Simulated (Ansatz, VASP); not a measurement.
# Two plane-wave programs on Pt

```
CELL_PARAMETERS angstrom
-1.39703 1.61749 1.61749
1.61749 -1.39703 1.61749
1.61749 1.61749 -1.39703
ATOMIC_POSITIONS crystal
Pt 0.00000 0.00000 0.00000
```

Alike in both runs: task single point; functional LDA; k mesh 22 × 22 × 22; occupations gaussian, width 0.15 eV; no spin polarisation.

|  | VASP | Ansatz |
| --- | --- | --- |
| version | VASP 6.6.1 | Ansatz 0.2.0 |
| potentials or method | VASP PAW LDA potentials, release 64 (Pt), cutoff 520 eV | scalar-relativistic, plane waves, PAW |
| valence electrons in the cell | 10 | 18 |

```tsv
	VASP	Ansatz	Ansatz less VASP
gap on the k mesh at the Fermi level (eV)	none	none	-
pressure (GPa)	-15.6	-16.1	-0.51
traceless stress, the component that is largest in VASP (GPa)	-4.54	-4.41	+0.131
```

Ansatz warns that its potentials were made for another functional, while VASP's fit it. LDA's correlation is that of Perdew and Zunger in VASP and of Perdew and Wang (1992) in Ansatz. A gap of «none» marks a metal or a gap that the smearing closes. VASP's potentials hold 10 valence electrons a cell and Ansatz's 18, so a difference there can come from the potentials and not from the codes.

Spin-orbit coupling is off throughout.
